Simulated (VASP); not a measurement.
Set up this calculation in VASP 6.6.1, as the native input.

```yaml
Task: single point
Functional: PBEsol
Potentials_or_basis: VASP PAW PBE potentials, release 64 (W_sv, S)
Cutoff: 500 eV
k_mesh: 12 × 12 × 2
Occupations: gaussian, width 0.02 eV
Spin: no spin polarisation
Dipole_correction: no
Further_INCAR_settings: ALGO = Normal; EDIFF = 1e-06; NBANDS = 35
```

The structure of WS2 lies in POSCAR:

```
WS2
1.0
    3.2719270355     -0.0009363266      0.0000000000
   -1.6367354157      2.7003576973      0.0000000000
    0.0000000000      0.0000000000     12.6197189422
W S
2 4
Direct
    0.3340677933      0.6681760728      0.2500000000
    0.6659322067      0.3318239272      0.7500000000
    0.3295123068      0.6588983563      0.6272090290
    0.6704876932      0.3411016437      0.1272090290
    0.3295123068      0.6588983563      0.8727909710
    0.6704876932      0.3411016437      0.3727909710
```

The input as run:

INCAR

```
ALGO = Normal ; EDIFF = 1E-6
ENCUT = 500 ; GGA = PS
GGA_COMPAT = F ; ISIF = 2
ISMEAR = 0 ; LASPH = T
LCHARG = T ; LELF = T
LREAL = F ; LVHAR = T
LWAVE = F ; NBANDS = 35
NELM = 120 ; PREC = Accurate
SIGMA = 0.02
```

KPOINTS

```
k-points
0
Gamma
  12 12 2
```

Potentials or basis: VASP PAW PBE potentials, release 64 (W_sv, S).

The run is started by

```console
$ cat potpaw_PBE.64/W_sv/POTCAR potpaw_PBE.64/S/POTCAR > POTCAR
$ mpirun -np 1 vasp_std > vasp.out
```

It gave:

| Item | Value |
| --- | --- |
| Pressure | -2.5 GPa |
| Largest force | 0.020 eV/Å |
| Band gap on the k mesh | 1.06 eV (least direct gap 1.65 eV) |

Caveat: the stress differs along the axes, from -8 to 0 GPa; the PAW data sets were made with another functional, which shifts forces and pressure a little; spin-orbit coupling is left out, which moves the levels of the heavy elements; this functional lacks dispersion, which binds layers or chains, so the pressure and a relaxed spacing across them are unreliable.

Run time: 7.8 min on 1 thread of Oxide Virtual Turin-like Processor, with other jobs on the host, peak memory 0.5 GiB.
